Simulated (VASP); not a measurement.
# MoH3 (P-6m2) in VASP: notebook

MoH3 is run at these levels: PBE; tasks: single point, relaxation of cell and atoms.

Everything below comes from runs of VASP 6.6.1. Logs are shortened: lines on timing, memory, paths and dates and some standing lists are left out, and cuts for length are marked.

## Step 1: The cell of the first run

Symmetry: P-6m2, No. 187, hexagonal system. Conventional cell: a = 2.886 Å, b = 2.886 Å, c = 3.841 Å, α = 90.00°, β = 90.00°, γ = 120.00°. Within 2.5 Å of H (site symmetry 3m) lie 5 H at 1.88 to 1.96 Å and 3 Mo at 1.91 Å. Within 2.5 Å of H (site symmetry -6m2) lie 2 Mo at 1.92 Å and 6 H at 1.93 Å. Within 2.5 Å of Mo (site symmetry -6m2) lie 8 H at 1.91 to 1.92 Å.

The cell was built from a structure type or drawn by symmetry, and may not be a known phase.

## Step 2: Single point, PBE

The input, INCAR:

```
SYSTEM = MoH3
  PREC = Accurate
  ENCUT = 520
  EDIFF = 1E-6
  ISMEAR = 0
  SIGMA = 0.15
  LREAL = .FALSE.
  LASPH = .TRUE.
  NELM = 100
  ALGO = Normal
  ISIF = 2
  LWAVE = .FALSE.
  LCHARG = .FALSE.
  GGA = PE
  NBANDS = 16
```

The input, KPOINTS:

```
Automatic mesh
0
G
  6 6 3
  0 0 0
```

The input, POSCAR:

```
MoH3
1.0
    2.8855827866      0.0000000029      0.0000000000
   -1.4427913959      2.4989879965      0.0000000000
    0.0000000000      0.0000000000      3.8406987102
H Mo
3 1
Direct
    0.3333333333      0.6666666667      0.2547651485
    0.3333333333      0.6666666667      0.7452348515
    0.0000000000      0.0000000000      0.0000000000
    0.0000000000      0.0000000000      0.5000000000
```

Potentials or basis: VASP PAW PBE potentials, release 64 (H, Mo_sv).

On the command line:

```sh
> cat potpaw_PBE.64/H/POTCAR potpaw_PBE.64/Mo_sv/POTCAR > POTCAR
> mpirun -np 1 vasp_std > vasp.out
```

OUTCAR:

```text
SYSTEM = MoH3
   PREC = Accurate
   ENCUT = 520
   EDIFF = 1E-6
   ISMEAR = 0
   LREAL = .FALSE.
   LASPH = .TRUE.
   NELM = 100
   ISIF = 2
   GGA = PE

 ion  position               nearest neighbor table
   1  0.333  0.667  0.255-   4 1.91   4 1.91   4 1.91
   2  0.333  0.667  0.745-   4 1.91   4 1.91   4 1.91
   3  0.000  0.000  0.000-   4 1.92   4 1.92
   4  0.000  0.000  0.500-   1 1.91   2 1.91   1 1.91   2 1.91   1 1.91   2 1.91   3 1.92   3 1.92

  LATTYP: Found a hexagonal cell.
 ALAT       =     2.8855827866
 C/A-ratio  =     1.3309958488

  Lattice vectors:

 A1 = (   2.8855827866,   0.0000000029,   0.0000000000)
 A2 = (  -1.4427913959,   2.4989879965,   0.0000000000)
 A3 = (   0.0000000000,   0.0000000000,   3.8406987102)

Analysis of symmetry for initial positions (statically):
=====================================================================
 Subroutine PRICEL returns:
 Original cell was already a primitive cell.

 Routine SETGRP: Setting up the symmetry group for a
 hexagonal supercell.

 Subroutine GETGRP returns: Found 12 space group operations
 (whereof 12 operations were pure point group operations)
 out of a pool of 24 trial point group operations.

The static configuration has the point symmetry D_3h.

Analysis of symmetry for dynamics (positions and initial velocities):
=====================================================================
 Subroutine PRICEL returns:
 Original cell was already a primitive cell.

 Routine SETGRP: Setting up the symmetry group for a
 hexagonal supercell.

 Subroutine GETGRP returns: Found 12 space group operations
 (whereof 12 operations were pure point group operations)
 out of a pool of 24 trial point group operations.

The dynamic configuration has the point symmetry D_3h.

 Subroutine INISYM returns: Found 12 space group operations
 (whereof 12 operations are pure point group operations),
 and found     1 'primitive' translations

----------------------------------------------------------------------------------------

                                     Primitive cell

  volume of cell :      27.6954

  direct lattice vectors                    reciprocal lattice vectors
     2.885582787  0.000000003  0.000000000     0.346550445  0.200080993  0.000000000
    -1.442791396  2.498987996  0.000000000    -0.000000000  0.400161986  0.000000000
     0.000000000  0.000000000  3.840698710     0.000000000  0.000000000  0.260369291

  length of vectors
     2.885582787  2.885582787  3.840698710     0.400161986  0.400161986  0.260369291

  position of ions in fractional coordinates (direct lattice)
     0.333333333  0.666666667  0.254765148
     0.333333333  0.666666667  0.745234852
     0.000000000  0.000000000  0.000000000
     0.000000000  0.000000000  0.500000000

  ion indices of the primitive-cell ions
   primitive index   ion index
                 1           1
                 2           2
                 3           3
                 4           4

----------------------------------------------------------------------------------------

 KPOINTS: Automatic mesh

Automatic generation of k-mesh.
 Grid dimensions read from file:
 generate k-points for:    6    6    3

 Generating k-lattice:

  Cartesian coordinates                     Fractional coordinates (reciprocal lattice)
     0.057758408  0.033346832  0.000000000     0.166666667  0.000000000  0.000000000
    -0.000000000  0.066693664  0.000000000    -0.000000000  0.166666667  0.000000000
     0.000000000  0.000000000  0.086789764     0.000000000  0.000000000  0.333333333

  Length of vectors
     0.066693664  0.066693664  0.086789764

  Shift w.r.t. Gamma in fractional coordinates (k-lattice)
     0.000000000  0.000000000  0.000000000

 Subroutine IBZKPT returns following result:
 ===========================================

 Found     14 irreducible k-points:

 Following reciprocal coordinates:
            Coordinates               Weight
  0.000000  0.000000  0.000000      1.000000
  0.166667 -0.000000  0.000000      6.000000
  0.333333  0.000000  0.000000      6.000000
  0.500000  0.000000  0.000000      3.000000
  0.166667  0.166667  0.000000      6.000000
  0.333333  0.166667  0.000000     12.000000
  0.333333  0.333333  0.000000      2.000000
  0.000000  0.000000  0.333333      2.000000
  0.166667 -0.000000  0.333333     12.000000
  0.333333  0.000000  0.333333     12.000000
  0.500000  0.000000  0.333333      6.000000
  0.166667  0.166667  0.333333     12.000000
  0.333333  0.166667  0.333333     24.000000
  0.333333  0.333333  0.333333      4.000000
   k-points           NKPTS =     14   k-points in BZ     NKDIM =     14   number of bands    NBANDS=     16
   number of dos      NEDOS =    301   number of ions     NIONS =      4
   total plane-waves  NPLWV =  17280
   dimension x,y,z NGX =    24 NGY =   24 NGZ =   30
   dimension x,y,z NGXF=    48 NGYF=   48 NGZF=   60
   ions per type =               3   1
   NGX,Y,Z   is equivalent  to a cutoff of  13.83, 13.83, 12.99 a.u.
   NGXF,Y,Z  is equivalent  to a cutoff of  27.65, 27.65, 25.97 a.u.
 SYSTEM =  MoH3
   PREC   = accura    normal or accurate (medium, high low for compatibility)
   ISTART =      0    job   : 0-new  1-cont  2-samecut
   ICHARG =      2    charge: 1-file 2-atom 10-const
   ISPIN  =      1    spin polarized calculation?
   LNONCOLLINEAR =      F non collinear calculations
   LSORBIT =      F    spin-orbit coupling
   LASPH  =      T    aspherical Exc in radial PAW
   ENCUT  =  520.0 eV  38.22 Ry    6.18 a.u.   5.37  5.37  7.14*2*pi/ulx,y,z
   NELM   =    100;   NELMIN=  2; NELMDL= -5     # of ELM steps
   EDIFF  = 0.1E-05   stopping-criterion for ELM
   LREAL  =      F    real-space projection
   EDIFFG = 0.1E-04   stopping-criterion for IOM
   NSW    =      0    number of steps for IOM
   IBRION =     -1    ionic relax: 0-MD 1-quasi-New 2-CG
   NFREE  =      0    steps in history (QN), initial steepest desc. (CG)
   ISIF   =      2    stress and relaxation
   ISYM   =      2    0-nonsym 1-usesym 2-fastsym
   POTIM  = 0.5000    time-step for ionic-motion
   TEBEG  =    0.0;   TEEND  =   0.0 temperature during run
   PSTRESS=    0.0 pullay stress
   NELECT =      17.0000    total number of electrons
   NUPDOWN=      -1.0000    fix difference up-down
   EMIN   =  10.00;   EMAX   =-10.00  energy-range for DOS
   EFERMI =   0.00;   METHOD = LEGACY
   ISMEAR =     0;   SIGMA  =   0.15  broadening in eV -4-tet -1-fermi 0-gaus
   EFERMI_NEDOS =   21; number of points for ismear=-14 and -15
   IALGO  =     38    algorithm
   IMIX   =      4    mixing-type and parameters
     AMIX     =   0.40;   BMIX     =  1.00
     AMIX_MAG =   1.60;   BMIX_MAG =  1.00
  volume/ion in A,a.u.               =       6.92        46.72
  Fermi-wavevector in a.u.,A,eV,Ry     =   1.391303  2.629182 26.337137  1.935725
  Thomas-Fermi vector in A             =   2.515155
   LORBIT       =      0    0 simple, 1 ext, 2 COOP (PROOUT), +10 PAW based schemes
   GGA     = PE    functional components
   LHFCALC =     F    Hartree Fock is set to
   AEXX    =    0.0000 exact exchange contribution
   IVDW    =     0    specifies the selected vdW correction
   LEPSILON=     F    determine dielectric tensor
   LRPA    =     F    only Hartree local field effects (RPA)
 non-spin polarized calculation
 Gauss-broadening in eV      SIGMA  =   0.15
  energy-cutoff  :      520.00
  volume of cell :       27.70
 maximum number of plane-waves:       758
 NGX is ok and might be reduce to    24
   NGX = 11   NGY = 11   NGZ = 15

 number of electron      16.9999997 magnetization

 Free energy of the ion-electron system (eV)
  ---------------------------------------------------
  ext. energy  EPLUGINS =         0.00000000
  ---------------------------------------------------
  free energy    TOTEN  =       -20.14598928 eV

  energy without entropy =      -20.12903465  energy(sigma->0) =      -20.13751197

 E-fermi :   6.8592     XC(G=0): -11.6271

 val. band max:        6.8222002733   @ k =   0.1667  -0.0000   0.0000
 cond. band min:       6.8637206011   @ k =   0.1667  -0.0000   0.3333
 fundamental gap:      0.0415203279
 Fermi energy:         6.8592362268

 k-point     1 :       0.0000    0.0000    0.0000
  band No.  band energies     occupation
      1     -54.2270      2.00000
      2     -28.4854      2.00000
      3     -27.7675      2.00000
      4     -27.7675      2.00000
      5      -3.3744      2.00000
      6       1.5448      2.00000
[... 8 lines left out ...]
     15      23.5356      0.00000
     16      23.8015      0.00000

 k-point     2 :       0.1667   -0.0000    0.0000
  band No.  band energies     occupation
      1     -54.1967      2.00000
      2     -28.4500      2.00000
      3     -27.9959      2.00000
      4     -27.8180      2.00000
      5      -2.7155      2.00000
      6       1.9426      2.00000
[... 8 lines left out ...]
     15      21.1760      0.00000
     16      21.8246      0.00000

 k-point     3 :       0.3333    0.0000    0.0000
  band No.  band energies     occupation
      1     -54.1357      2.00000
      2     -28.4349      2.00000
      3     -28.3785      2.00000
      4     -27.9174      2.00000
      5      -1.2468      2.00000
      6       2.0679      2.00000
[... 8 lines left out ...]
     15      19.2796      0.00000
     16      19.9323      0.00000

 k-point     4 :       0.5000    0.0000    0.0000
  band No.  band energies     occupation
      1     -54.1049      2.00000
      2     -28.6465      2.00000
      3     -28.3424      2.00000
      4     -27.9665      2.00000
      5      -0.4175      2.00000
      6       1.9777      2.00000
[... 8 lines left out ...]
     15      17.9157      0.00000
     16      20.4696      0.00000

 k-point     5 :       0.1667    0.1667    0.0000
  band No.  band energies     occupation
      1     -54.1510      2.00000
      2     -28.3965      2.00000
      3     -28.2849      2.00000
      4     -27.9375      2.00000
      5      -1.6129      2.00000
      6       2.2394      2.00000
[... 8 lines left out ...]
     15      19.8523      0.00000
     16      22.7934      0.00000

 k-point     6 :       0.3333    0.1667    0.0000
  band No.  band energies     occupation
      1     -54.1050      2.00000
      2     -28.5368      2.00000
      3     -28.3425      2.00000
      4     -28.0854      2.00000
      5      -0.2535      2.00000
      6       2.0422      2.00000
[... 8 lines left out ...]
     15      19.9512      0.00000
     16      20.5956      0.00000

 k-point     7 :       0.3333    0.3333    0.0000
  band No.  band energies     occupation
      1     -54.0896      2.00000
      2     -28.4174      2.00000
      3     -28.3443      2.00000
      4     -28.3244      2.00000
      5       0.4886      2.00000
      6       1.9088      2.00000
[... 8 lines left out ...]
     15      20.0108      0.00000
     16      20.2127      0.00000

 k-point     8 :       0.0000    0.0000    0.3333
  band No.  band energies     occupation
      1     -54.2255      2.00000
      2     -28.5265      2.00000
      3     -27.7664      2.00000
      4     -27.7664      2.00000
      5      -2.1200      2.00000
      6       0.5077      2.00000
[... 8 lines left out ...]
     15      23.5753      0.00000
     16      24.3078      0.00000

 k-point     9 :       0.1667   -0.0000    0.3333
  band No.  band energies     occupation
      1     -54.1953      2.00000
      2     -28.4893      2.00000
      3     -27.9941      2.00000
      4     -27.8168      2.00000
      5      -1.5308      2.00000
      6       0.8820      2.00000
[... 8 lines left out ...]
     15      21.6462      0.00000
     16      23.4609      0.00000

 k-point    10 :       0.3333    0.0000    0.3333
  band No.  band energies     occupation
      1     -54.1344      2.00000
      2     -28.4320      2.00000
      3     -28.4142      2.00000
      4     -27.9161      2.00000
      5      -0.4132      2.00000
      6       1.2314      2.00000
[... 8 lines left out ...]
     15      21.3548      0.00000
     16      21.6837      0.00000

 k-point    11 :       0.5000    0.0000    0.3333
  band No.  band energies     occupation
      1     -54.1036      2.00000
      2     -28.6429      2.00000
      3     -28.3764      2.00000
      4     -27.9651      2.00000
      5       0.1133      2.00000
      6       1.1717      2.00000
[... 8 lines left out ...]
     15      19.7638      0.00000
     16      21.4972      0.00000

 k-point    12 :       0.1667    0.1667    0.3333
  band No.  band energies     occupation
      1     -54.1497      2.00000
      2     -28.4332      2.00000
      3     -28.2823      2.00000
      4     -27.9361      2.00000
      5      -0.6531      2.00000
      6       1.3374      2.00000
[... 8 lines left out ...]
     15      20.9289      0.00000
     16      22.3251      0.00000

 k-point    13 :       0.3333    0.1667    0.3333
  band No.  band energies     occupation
      1     -54.1037      2.00000
      2     -28.5336      2.00000
      3     -28.3765      2.00000
      4     -28.0837      2.00000
      5       0.2775      2.00000
      6       1.4968      2.00000
[... 8 lines left out ...]
     15      18.3772      0.00000
     16      22.1798      0.00000

 k-point    14 :       0.3333    0.3333    0.3333
  band No.  band energies     occupation
      1     -54.0883      2.00000
      2     -28.4143      2.00000
      3     -28.3576      2.00000
      4     -28.3421      2.00000
      5       0.7637      2.00000
      6       1.8528      2.00000
[... 8 lines left out ...]
     15      18.3265      0.00000
     16      21.8662      0.00000

------------------------ aborting loop because EDIFF is reached ----------------------------------------

  FORCE on cell =-STRESS in cart. coord.  units (eV):
  Direction    XX          YY          ZZ          XY          YZ          ZX
  --------------------------------------------------------------------------------------
  -------------------------------------------------------------------------------------
  Total        0.0275074      0.0275074     -0.0633668     -0.0000000      0.0000000      0.0000000
  in kB        1.5912996      1.5912996     -3.6657627     -0.0000000      0.0000000      0.0000000
  external PRESSURE =      -0.1610545 kB  Pullay stress =       0.0000000 kB

 VOLUME and BASIS-vectors are now :
 -----------------------------------------------------------------------------
  energy-cutoff  :      520.00
  volume of cell :       27.70
      direct lattice vectors                 reciprocal lattice vectors
     2.885582787  0.000000003  0.000000000     0.346550445  0.200080993  0.000000000
    -1.442791396  2.498987996  0.000000000    -0.000000000  0.400161986  0.000000000
     0.000000000  0.000000000  3.840698710     0.000000000  0.000000000  0.260369291

 POSITION                                       TOTAL-FORCE (eV/Angst)
 -----------------------------------------------------------------------------------
     -0.00000      1.66599      0.97848        -0.000000      0.000000     -0.004471
     -0.00000      1.66599      2.86222        -0.000000      0.000000      0.004471
      0.00000      0.00000      0.00000        -0.000000     -0.000000      0.000000
      0.00000      0.00000      1.92035         0.000000     -0.000000      0.000000
 -----------------------------------------------------------------------------------
    total drift:                                0.000000     -0.000000      0.000000

  FREE ENERGIE OF THE ION-ELECTRON SYSTEM (eV)
  ---------------------------------------------------
  free  energy   TOTEN  =       -20.1459892817 eV

  energy  without entropy=      -20.1290346532  energy(sigma->0) =      -20.13751197
```

Wall time 11 s (1 thread of Intel Xeon 8259CL, shared host); peak memory 0.15 GiB.

Results:

- Free energy: -20.1460 eV
- Pressure: 0.0 GPa
- Largest force: 0.004 eV/Å
- Band gap on the k mesh: zero (an odd number of electrons rules out a gap without spin polarisation)

Forces in eV/Å, atoms in the order of the input:
```
H    0.000  0.000 -0.004
H    0.000  0.000  0.004
H    0.000  0.000  0.000
Mo   0.000  0.000  0.000
```

Stress tensor (GPa, compression positive):
```
 0.16  0.00  0.00
 0.00  0.16  0.00
 0.00  0.00 -0.37
```

Caveat: the k points lie up to 0.55 Å⁻¹ apart, too coarse for converged energies and pressures of a metal.

[end of part 1 of 3]
